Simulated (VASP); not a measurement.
# Nb2GeS2 in VASP: single point with PBE

Aim: the single point of Nb2GeS2 with PBE.

All numbers are computed with VASP 6.6.1; they aren't measurements. Logs are shortened: lines on timing, memory, paths and dates and some standing lists are left out, and cuts for length are marked.

### Step 1. The cell of the first run

The typed cell holds 5 atoms: a = 3.421 Å, b = 3.421 Å, c = 8.944 Å, α = 90.00°, β = 90.00°, γ = 120.00°.

### Step 2. Single point, PBE

INCAR

```
PREC = Accurate
ENCUT = 520
EDIFF = 1E-7
ISMEAR = -1
SIGMA = 0.0558
LREAL = F
LASPH = T
NELM = 60
ALGO = Normal
ISIF = 2
LWAVE = F
LCHARG = F
GGA = PE
NBANDS = 34
```

KPOINTS

```
Automatic mesh
0
Gamma
  6 6 2
```

POSCAR

```
Nb2GeS2
1.0
    3.4208800000      0.0000000000      0.0000000000
   -1.7104400000      2.9625720000      0.0000000000
    0.0000000000      0.0000000000      8.9440990000
Nb S Ge
2 2 1
Direct
    0.3333000000      0.6667000000      0.1410000000
    0.6667000000      0.3333000000      0.8590000000
    0.3333000000      0.6667000000      0.6670000000
    0.6667000000      0.3333000000      0.3330000000
    0.0000000000      0.0000000000      0.0000000000
```

Potentials or basis: VASP PAW PBE potentials, release 64 (Nb_sv, S, Ge_d).

Run with:

```
cat potpaw_PBE.64/Nb_sv/POTCAR potpaw_PBE.64/S/POTCAR potpaw_PBE.64/Ge_d/POTCAR > POTCAR
mpirun -np 1 vasp_std > vasp.out
```

OUTCAR:

```text
PREC = Accurate
   ENCUT = 520
   EDIFF = 1E-7
   ISMEAR = -1
   LREAL = F
   LASPH = T
   NELM = 60
   ISIF = 2
   GGA = PE

 ion  position               nearest neighbor table
   1  0.333  0.667  0.141-   5 2.34   5 2.34   5 2.34   4 2.62   4 2.62   4 2.62
   2  0.667  0.333  0.859-   5 2.34   5 2.34   5 2.34   3 2.62   3 2.62   3 2.62
   3  0.333  0.667  0.667-   2 2.62   2 2.62   2 2.62
   4  0.667  0.333  0.333-   1 2.62   1 2.62   1 2.62
   5  0.000  0.000  0.000-   1 2.34   2 2.34   2 2.34   1 2.34   2 2.34   1 2.34

  LATTYP: Found a hexagonal cell.
 ALAT       =     3.4208800000
 C/A-ratio  =     2.6145608732

  Lattice vectors:

 A1 = (   3.4208800000,   0.0000000000,   0.0000000000)
 A2 = (  -1.7104400000,   2.9625720000,   0.0000000000)
 A3 = (   0.0000000000,   0.0000000000,   8.9440990000)

Analysis of symmetry for initial positions (statically):
=====================================================================
 Subroutine PRICEL returns:
 Original cell was already a primitive cell.

 Routine SETGRP: Setting up the symmetry group for a
 hexagonal supercell.

 Subroutine GETGRP returns: Found  4 space group operations
 (whereof  4 operations were pure point group operations)
 out of a pool of 24 trial point group operations.

The static configuration has the point symmetry C_2h.

Analysis of symmetry for dynamics (positions and initial velocities):
=====================================================================
 Subroutine PRICEL returns:
 Original cell was already a primitive cell.

 Routine SETGRP: Setting up the symmetry group for a
 hexagonal supercell.

 Subroutine GETGRP returns: Found  4 space group operations
 (whereof  4 operations were pure point group operations)
 out of a pool of 24 trial point group operations.

The dynamic configuration has the point symmetry C_2h.

 Subroutine INISYM returns: Found  4 space group operations
 (whereof  4 operations are pure point group operations),
 and found     1 'primitive' translations

----------------------------------------------------------------------------------------

                                     Primitive cell

  volume of cell :      90.6449

  direct lattice vectors                    reciprocal lattice vectors
     3.420880000  0.000000000  0.000000000     0.292322443  0.168772270  0.000000000
[... 86 lines left out ...]
   ISPIN  =      1    spin polarized calculation?
   LNONCOLLINEAR =      F non collinear calculations
   LSORBIT =      F    spin-orbit coupling
   LASPH  =      T    aspherical Exc in radial PAW
   ENCUT  =  520.0 eV  38.22 Ry    6.18 a.u.   6.36  6.36 16.63*2*pi/ulx,y,z
   NELM   =     60;   NELMIN=  2; NELMDL= -5     # of ELM steps
   EDIFF  = 0.1E-06   stopping-criterion for ELM
   LREAL  =      F    real-space projection
   EDIFFG = 0.1E-05   stopping-criterion for IOM
   NSW    =      0    number of steps for IOM
   IBRION =     -1    ionic relax: 0-MD 1-quasi-New 2-CG
   NFREE  =      0    steps in history (QN), initial steepest desc. (CG)
   ISIF   =      2    stress and relaxation
   ISYM   =      2    0-nonsym 1-usesym 2-fastsym
   POTIM  = 0.5000    time-step for ionic-motion
   TEBEG  =    0.0;   TEEND  =   0.0 temperature during run
   PSTRESS=    0.0 pullay stress
   NELECT =      52.0000    total number of electrons
   NUPDOWN=      -1.0000    fix difference up-down
   EMIN   =  10.00;   EMAX   =-10.00  energy-range for DOS
   EFERMI =   0.00;   METHOD = LEGACY
   ISMEAR =    -1;   SIGMA  =   0.06  broadening in eV -4-tet -1-fermi 0-gaus
   EFERMI_NEDOS =   21; number of points for ismear=-14 and -15
   IALGO  =     38    algorithm
   IMIX   =      4    mixing-type and parameters
     AMIX     =   0.40;   BMIX     =  1.00
     AMIX_MAG =   1.60;   BMIX_MAG =  1.00
  volume/ion in A,a.u.               =      18.13       122.34
  Fermi-wavevector in a.u.,A,eV,Ry     =   1.360280  2.570556 25.175682  1.850360
  Thomas-Fermi vector in A             =   2.486955
   LORBIT       =      0    0 simple, 1 ext, 2 COOP (PROOUT), +10 PAW based schemes
   GGA     = PE    functional components
[... 5 lines left out ...]
 non-spin polarized calculation
  energy-cutoff  :      520.00
  volume of cell :       90.64
 maximum number of plane-waves:      2458
 NGX is ok and might be reduce to    28
   NGX = 13   NGY = 13   NGZ = 33

 number of electron      51.9999998 magnetization

 Free energy of the ion-electron system (eV)
  ---------------------------------------------------
  ext. energy  EPLUGINS =         0.00000000
  ---------------------------------------------------
  free energy    TOTEN  =       -33.96743807 eV

  energy without entropy =      -33.95918315  energy(sigma->0) =      -33.96331061

 E-fermi :   7.7519     XC(G=0): -11.0660

 val. band max:        7.5820388308   @ k =   0.5000   0.3333   0.5000
 cond. band min:       7.9435032916   @ k =   0.0000   0.0000   0.5000
 fundamental gap:      0.3614644608
 Fermi energy:         7.7518890349

 k-point     1 :       0.0000    0.0000    0.0000
  band No.  band energies     occupation
      1     -47.3881      2.00000
      2     -47.3356      2.00000
      3     -23.7285      2.00000
      4     -23.4931      2.00000
      5     -23.4930      2.00000
      6     -23.3748      2.00000
[... 877 lines left out ...]
     33      12.7304      0.00000
     34      13.2439      0.00000

 [... further k-points ...]

------------------------ aborting loop because EDIFF is reached ----------------------------------------

  FORCE on cell =-STRESS in cart. coord.  units (eV):
  Direction    XX          YY          ZZ          XY          YZ          ZX
  --------------------------------------------------------------------------------------
  -------------------------------------------------------------------------------------
  Total       13.3065993     13.3001484      8.5897197     -0.0056102     -0.0019572      0.0033899
  in kB      235.1983719    235.0843493    151.8260260     -0.0991612     -0.0345937      0.0599169
  external PRESSURE =     207.3695824 kB  Pullay stress =       0.0000000 kB

 VOLUME and BASIS-vectors are now :
 -----------------------------------------------------------------------------
  energy-cutoff  :      520.00
  volume of cell :       90.64
      direct lattice vectors                 reciprocal lattice vectors
     3.420880000  0.000000000  0.000000000     0.292322443  0.168772270  0.000000000
    -1.710440000  2.962572000  0.000000000     0.000000000  0.337544539  0.000000000
     0.000000000  0.000000000  8.944099000     0.000000000  0.000000000  0.111805560

 POSITION                                       TOTAL-FORCE (eV/Angst)
 -----------------------------------------------------------------------------------
     -0.00017      1.97515      1.26112         0.004215     -0.002433      6.578905
      1.71061      0.98743      7.68298        -0.004215      0.002433     -6.578905
     -0.00017      1.97515      5.96571         0.001226     -0.000708      1.429306
      1.71061      0.98743      2.97838        -0.001226      0.000708     -1.429306
      0.00000      0.00000      0.00000         0.000000      0.000000      0.000000
 -----------------------------------------------------------------------------------
    total drift:                                0.000000      0.000000      0.000000

  FREE ENERGIE OF THE ION-ELECTRON SYSTEM (eV)
  ---------------------------------------------------
  free  energy   TOTEN  =       -33.9674380717 eV

  energy  without entropy=      -33.9591831457  energy(sigma->0) =      -33.96331061
```

OSZICAR:

```text
N       E                     dE             d eps       ncg     rms          rms(c)
DAV:   1     0.640099694959E+03    0.64010E+03   -0.26591E+04  2202   0.273E+03
DAV:   2     0.663980674073E+02   -0.57370E+03   -0.55462E+03  1850   0.852E+02
DAV:   3    -0.267137671418E+02   -0.93112E+02   -0.90318E+02  2514   0.216E+02
DAV:   4    -0.361141840867E+02   -0.94004E+01   -0.93160E+01  3152   0.616E+01
DAV:   5    -0.364558627548E+02   -0.34168E+00   -0.34103E+00  2646   0.105E+01    0.156E+01
DAV:   6    -0.341668882829E+02    0.22890E+01   -0.86277E+00  2840   0.312E+01    0.672E+00
DAV:   7    -0.340102911145E+02    0.15660E+00   -0.16674E+00  2590   0.864E+00    0.313E+00
DAV:   8    -0.339648616431E+02    0.45429E-01   -0.31891E-01  2564   0.428E+00    0.175E+00
DAV:   9    -0.339683153896E+02   -0.34537E-02   -0.63323E-02  2736   0.208E+00    0.448E-01
DAV:  10    -0.339673038227E+02    0.10116E-02   -0.94433E-03  2604   0.810E-01    0.143E-01
DAV:  11    -0.339674306024E+02   -0.12678E-03   -0.12657E-03  2600   0.358E-01    0.458E-02
DAV:  12    -0.339674221865E+02    0.84158E-05   -0.79435E-05  2244   0.776E-02    0.267E-02
DAV:  13    -0.339674361599E+02   -0.13973E-04   -0.26576E-05  2420   0.449E-02    0.671E-03
DAV:  14    -0.339674374860E+02   -0.13261E-05   -0.49949E-06  2416   0.168E-02    0.501E-03
DAV:  15    -0.339674377388E+02   -0.25286E-06   -0.11289E-06  2056   0.730E-03    0.296E-03
DAV:  16    -0.339674380675E+02   -0.32863E-06   -0.35114E-07  1828   0.562E-03    0.953E-04
DAV:  17    -0.339674380717E+02   -0.42273E-08   -0.28631E-08  1210   0.176E-03
   1 F= -.33967438E+02 E0= -.33963311E+02  d E =-.825493E-02
```

It took 90 s on 1 thread of Intel Xeon Platinum 8488C (Sapphire Rapids), shared host; peak memory 0.26 GiB.

Results:

* Free energy: -33.9674 eV
* Pressure: 20.7 GPa
* Largest force: 6.579 eV/Å
* Band gap on the k mesh: zero (band 26 reaches 8.48 eV, above the bottom of band 27 at 7.56 eV)

Forces in eV/Å, atoms in the order of the input:
```
Nb   0.004 -0.002  6.579
Nb  -0.004  0.002 -6.579
S    0.001 -0.001  1.429
S   -0.001  0.001 -1.429
Ge   0.000  0.000  0.000
```

Stress tensor (GPa, compression positive):
```
23.52 -0.01  0.01
-0.01 23.51  0.00
 0.01  0.00 15.18
```

Caveat: forces of over 1 eV/Å act on the atoms, so gaps and moduli don't describe the material at rest.
